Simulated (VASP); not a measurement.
A run of VASP 6.6.1:

INCAR

```
SYSTEM = Hf6F
PREC = Accurate
ENCUT = 600
EDIFF = 1E-6
ISMEAR = 0
SIGMA = 0.2
LREAL = .FALSE.
LASPH = .TRUE.
NELM = 80
ALGO = Normal
ISIF = 3
LWAVE = .FALSE.
LCHARG = .FALSE.
GGA = PE
IBRION = 2
NSW = 36
EDIFFG = -0.08
```

KPOINTS

```
Automatic mesh
0
G
  4 4 3
  0 0 0
```

Contents of POSCAR:

```
Hf6F
1.0
    5.4500000000      0.0000000000      0.0000000000
   -2.7250000000      4.7198384500      0.0000000000
    0.0000000000      0.0000000000      5.0000000000
Hf F
6 1
Direct
    0.3400000000      0.3400000000      0.7500000000
    0.6600000000      0.6600000000      0.2500000000
    0.3400000000      0.0000000000      0.2500000000
    0.0000000000      0.6600000000      0.7500000000
    0.0000000000      0.3400000000      0.2500000000
    0.6600000000      0.0000000000      0.7500000000
    0.0000000000      0.0000000000      0.0000000000
```

Potentials or basis: VASP PAW PBE potentials, release 64 (Hf_pv, F).

The run is started by

```bash
$ cat potpaw_PBE.64/Hf_pv/POTCAR potpaw_PBE.64/F/POTCAR > POTCAR
$ mpirun -np 1 vasp_std > vasp.out
```

Hardware: 1 thread of Intel(R) Xeon(R) 6975P-C (Granite Rapids) (shared host).

Q: Estimate the wall time of this run.

A: Wall time 3.1 min on 1 thread of Intel(R) Xeon(R) 6975P-C (Granite Rapids), with other jobs on the host, peak memory 0.32 GiB. Counts: scf iterations 71, k points 9, ion steps 8.
